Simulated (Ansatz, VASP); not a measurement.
**Two plane-wave programs on HfN**

```
CELL_PARAMETERS angstrom
0.00000 2.39345 2.57756
2.39345 0.00000 2.57756
2.39345 2.39345 0.00000
ATOMIC_POSITIONS crystal
Hf 0.00000 0.00000 0.00000
N 0.75000 0.75000 0.75000
```

Change from the starting cell: strain -0.025 along x and y, +0.050 along z, atoms carried along.

Alike in both runs: task single point; functional PBEsol; k mesh 16 × 16 × 16; occupations gaussian, width 0.15 eV; no spin polarisation.

```csv
,VASP,Ansatz
version,VASP 6.6.1,Ansatz 0.2.0
potentials or method,"VASP PAW PBE potentials, release 64 (Hf_pv, N), cutoff 520 eV","scalar-relativistic, plane waves, PAW"
valence electrons in the cell,15,31
```

VASP gave:

```
gap on the k mesh at the Fermi level (eV)                     : none
pressure (GPa)                                                : -5.8
traceless stress, the component that is largest in VASP (GPa) : -8.22
```

**Question.** Which values does Ansatz return?

**Answer.** gap on the k mesh at the Fermi level (eV): none; pressure (GPa): -4.9; traceless stress, the component that is largest in VASP (GPa): -8.21.

VASP's potentials were made for PBE, not for PBEsol. A gap of «none» marks a metal or a gap that the smearing closes. VASP's potentials hold 15 valence electrons a cell and Ansatz's 31, so a difference there can come from the potentials and not from the codes.

Neither program's run includes spin-orbit coupling.
